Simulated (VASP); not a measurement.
# CuSi16 (a cell with a defect) in VASP: further runs, part 3 of 3

VASP 6.6.1.

### Step 5. Single point, LDA

INCAR reads:

```
ALGO     = Normal         # electronic algorithm
EDIFF    = 1E-6           # SCF threshold, eV
ENCUT    = 520            # plane-wave cutoff, eV
GGA      = CA             # functional
ISIF     = 2              # what is computed and relaxed
ISMEAR   = 0              # smearing method
LASPH    = T              # aspherical terms in the spheres
LCHARG   = F              # write CHGCAR
LREAL    = Auto         
LWAVE    = F              # write WAVECAR
NBANDS   = 52             # bands
NELECT   = 74.0         
NELM     = 80             # most SCF steps
PREC     = Accurate       # precision mode
SIGMA    = 0.05           # smearing width, eV
```

KPOINTS reads:

```
k-points
0
Gamma
  2 2 2
```

POSCAR reads:

```
CuSi16
1.0
    0.0000000000      5.4300000000      5.4300000000
    5.4300000000      0.0000000000      5.4300000000
    5.4300000000      5.4300000000      0.0000000000
Si Cu
16 1
Direct
   -0.0120390424      0.0023911602      0.0069368324
    0.1237697053      0.1198899632      0.1355240331
    0.0077749540     -0.0211346225      0.5102386740
    0.1273546041      0.1227733886      0.6186093002
    0.0027556169      0.4926976059      0.0060001842
    0.1163551565      0.6288371087      0.1290641805
    0.0010733886      0.4949137201      0.5034061694
    0.1323694291      0.6076878453      0.6318554328
    0.5062650092      0.0021316759      0.0062775322
    0.6185934622      0.1621582873      0.1028660221
    0.5107746777      0.0076056169      0.4751507366
    0.6356601289      0.1223302947      0.6181448435
    0.4897580110      0.5348624309     -0.0102103131
    0.6297812155      0.6287195212      0.1290823204
    0.5051207182      0.4944943831      0.5034531308
    0.6283266114      0.6338061694      0.6135262431
    0.3497475138      0.9653209945      0.8381123389
```

Potentials or basis: VASP PAW LDA potentials, release 64 (Si, Cu).

Started as:

```bash
cat potpaw_LDA.64/Si/POTCAR potpaw_LDA.64/Cu/POTCAR > POTCAR
mpirun -np 1 vasp_std > vasp.out
```

OUTCAR:

```text
EDIFF = 1E-6
   ENCUT = 520
   GGA = CA
   ISIF = 2
   ISMEAR = 0
   LASPH = T
   LREAL = Auto
   NELECT = 74.0
   NELM = 80
   PREC = Accurate

 ion  position               nearest neighbor table
   1  0.988  0.002  0.007-  10 2.33  17 2.34   6 2.34   2 2.40   4 2.44
   2  0.124  0.120  0.136-   5 2.34   3 2.35   1 2.40   9 2.40  17 2.51
   3  0.008  0.979  0.510-   8 2.33   4 2.34  12 2.34   2 2.35
   4  0.127  0.123  0.619-   7 2.33   3 2.34  11 2.41   1 2.44  17 2.45
   5  0.003  0.493  0.006-   2 2.34   6 2.34  14 2.34   8 2.35
   6  0.116  0.629  0.129-   5 2.34   1 2.34   7 2.35  13 2.35
   7  0.001  0.495  0.503-   4 2.33   8 2.34  16 2.34   6 2.35
   8  0.132  0.608  0.632-   3 2.33   7 2.34  15 2.34   5 2.35
   9  0.506  0.002  0.006-  10 2.33  17 2.33  14 2.34   2 2.40  12 2.43
  10  0.619  0.162  0.103-   9 2.33   1 2.33  13 2.34  11 2.34
  11  0.511  0.008  0.475-  17 2.34  10 2.34  16 2.35  12 2.40   4 2.41
  12  0.636  0.122  0.618-  15 2.33   3 2.34  11 2.40   9 2.43  17 2.46
  13  0.490  0.535  0.990-  10 2.34  14 2.35   6 2.35  16 2.37  17 2.70
  14  0.630  0.629  0.129-   5 2.34   9 2.34  15 2.35  13 2.35
  15  0.505  0.494  0.503-  12 2.33   8 2.34  16 2.34  14 2.35
  16  0.628  0.634  0.614-  15 2.34   7 2.34  11 2.35  13 2.37
  17  0.350  0.965  0.838-   9 2.33  11 2.34   1 2.34   4 2.45  12 2.46   2 2.51  13 2.70

  LATTYP: Found a face centered cubic cell.
 ALAT       =    10.8600000000

  Lattice vectors:

 A1 = (   0.0000000000,   5.4300000000,   5.4300000000)
 A2 = (   5.4300000000,   0.0000000000,   5.4300000000)
 A3 = (   5.4300000000,   5.4300000000,   0.0000000000)

Analysis of symmetry for initial positions (statically):
=====================================================================
 Subroutine PRICEL returns:
 Original cell was already a primitive cell.

 Routine SETGRP: Setting up the symmetry group for a
 face centered cubic supercell.

 Subroutine GETGRP returns: Found  1 space group operations
 (whereof  1 operations were pure point group operations)
 out of a pool of 48 trial point group operations.

The static configuration has the point symmetry C_1 .

[... 151 lines left out ...]
   LHFCALC =     F    Hartree Fock is set to
   AEXX    =    0.0000 exact exchange contribution
   IVDW    =     0    specifies the selected vdW correction
   LEPSILON=     F    determine dielectric tensor
   LRPA    =     F    only Hartree local field effects (RPA)
 non-spin polarized calculation
 Gauss-broadening in eV      SIGMA  =   0.05
  energy-cutoff  :      520.00
  volume of cell :      320.21
 maximum number of plane-waves:      8646
 NGX is ok and might be reduce to    60
   NGX = 29   NGY = 29   NGZ = 29

 number of electron      74.0000002 magnetization

 Free energy of the ion-electron system (eV)
  ---------------------------------------------------
  ext. energy  EPLUGINS =         0.00000000
  ---------------------------------------------------
  free energy    TOTEN  =      -103.88571803 eV

  energy without entropy =     -103.88418599  energy(sigma->0) =     -103.88495201

 E-fermi :   6.3385     XC(G=0):  -9.8156

 val. band max:        6.2766909619   @ k =   0.0000   0.0000   0.0000
 cond. band min:       6.4002533693   @ k =   0.0000   0.0000   0.0000
 fundamental gap:      0.1235624074
 Fermi energy:         6.3384721664

 k-point     1 :       0.0000    0.0000    0.0000
  band No.  band energies     occupation
      1      -5.9632      2.00000
      2      -3.5934      2.00000
      3      -3.5783      2.00000
      4      -3.5572      2.00000
      5      -3.5060      2.00000
      6      -2.0791      2.00000
[... 405 lines left out ...]
     48      10.3293      0.00000
     49      10.3458      0.00000
 [bands above 49 left out]

------------------------ aborting loop because EDIFF is reached ----------------------------------------

  FORCE on cell =-STRESS in cart. coord.  units (eV):
  Direction    XX          YY          ZZ          XY          YZ          ZX
  --------------------------------------------------------------------------------------
  -------------------------------------------------------------------------------------
  Total       -9.6507180     -9.0223735     -9.1312707     -0.0745288      0.5350909      0.1831767
  in kB      -48.2881672    -45.1441938    -45.6890699     -0.3729109      2.6773719      0.9165397
  external PRESSURE =     -46.3738103 kB  Pullay stress =       0.0000000 kB

 VOLUME and BASIS-vectors are now :
 -----------------------------------------------------------------------------
  energy-cutoff  :      520.00
  volume of cell :      320.21
      direct lattice vectors                 reciprocal lattice vectors
     0.000000000  5.430000000  5.430000000    -0.092081031  0.092081031  0.092081031
     5.430000000  0.000000000  5.430000000     0.092081031 -0.092081031  0.092081031
     5.430000000  5.430000000  0.000000000     0.092081031  0.092081031 -0.092081031

 POSITION                                       TOTAL-FORCE (eV/Angst)
 -----------------------------------------------------------------------------------
      0.05065      5.40229      5.37761         0.008536      0.010726     -0.013491
      1.38690      1.40796      1.32307         0.015553      0.002812      0.002922
      8.08583      2.81281      5.35746        -0.013544      0.003811     -0.005459
      4.02571      4.05058      1.35820        -0.007140     -0.019108     -0.004247
      2.70793      0.04754      2.69031        -0.003583      0.001107     -0.002973
      4.11540      1.33263      4.04639        -0.003986     -0.007515     -0.000995
[... 9 lines left out ...]
      6.77301      6.74326      6.85338        -0.009672      0.009778     -0.006668
      9.79264      6.45008      7.14082         0.024884     -0.012516      0.011758
 -----------------------------------------------------------------------------------
    total drift:                                0.002568     -0.001696     -0.005899

  FREE ENERGIE OF THE ION-ELECTRON SYSTEM (eV)
  ---------------------------------------------------
  free  energy   TOTEN  =      -103.8857180300 eV

  energy  without entropy=     -103.8841859949  energy(sigma->0) =     -103.88495201
```

stdout:

```text
POSCAR found type information on POSCAR SiCu
 POSCAR found :  2 types and      17 ions
 scaLAPACK will be used
 LDA part: xc-table for (Slater(with rela. corr.)+CA(PZ))
 , standard interpolation
 POSCAR, INCAR and KPOINTS ok, starting setup
 FFT: planning ... GRIDC
 FFT: planning ... GRID_SOFT
 FFT: planning ... GRID
 WAVECAR not read
 entering main loop
 the old and the new charge density differ
 old charge density:    75.00000 new   74.00000
    0.219E+01
```

Wall time 4.3 min (1 thread of Intel Xeon Platinum 8488C (Sapphire Rapids), shared host); peak memory 0.4 GiB.

What came out:

* Free energy: -103.8857 eV
* Largest force: 0.030 eV/Å

Forces in eV/Å, atoms in the order of the input:
```
Si   0.009  0.011 -0.013
Si   0.016  0.003  0.003
Si  -0.014  0.004 -0.005
Si  -0.007 -0.019 -0.004
Si  -0.004  0.001 -0.003
Si  -0.004 -0.008 -0.001
Si  -0.008 -0.004  0.002
Si   0.000  0.004 -0.002
Si   0.014  0.006 -0.015
Si   0.006  0.004  0.013
Si  -0.009 -0.004 -0.008
Si  -0.006  0.013  0.020
Si   0.007 -0.007  0.001
Si  -0.010  0.006  0.005
Si  -0.004 -0.007  0.002
Si  -0.010  0.010 -0.007
Cu   0.025 -0.013  0.012
```

Levels at points of the mesh, in eV from the Fermi level:
```tsv
k point	band 33	band 34	band 35	band 36	band 37	band 38	band 39	band 40	band 41	band 42
(0.00, 0.00, 0.00)	-1.09	-1.04	-0.71	-0.20	-0.06	0.06	0.27	0.49	0.51	0.59
(0.50, 0.00, 0.00)	-2.04	-0.94	-0.90	-0.86	-0.76	0.46	1.02	1.15	1.22	1.35
(0.00, 0.50, 0.00)	-2.17	-0.90	-0.88	-0.65	-0.53	0.41	0.92	1.26	1.30	1.46
(0.00, 0.00, 0.50)	-2.06	-0.93	-0.90	-0.88	-0.80	0.41	1.05	1.13	1.23	1.33
(0.50, 0.50, 0.50)	-2.04	-0.94	-0.90	-0.86	-0.76	0.46	1.02	1.15	1.22	1.35
(0.50, 0.50, 0.00)	-1.84	-1.52	-1.48	-1.43	-1.12	0.58	0.89	1.86	1.98	2.08
(0.00, 0.50, 0.50)	-1.87	-1.51	-1.49	-1.42	-1.15	0.59	0.89	1.87	1.97	2.08
(0.50, 0.00, 0.50)	-1.83	-1.52	-1.48	-1.43	-1.11	0.57	0.89	1.86	1.99	2.08
```

Caveat: the k points lie up to 0.50 Å⁻¹ apart; the cell carries a net charge on a neutralising background, which shifts energy and pressure; the cell is charged against a uniform background, so pressure and absolute levels hang on convention.
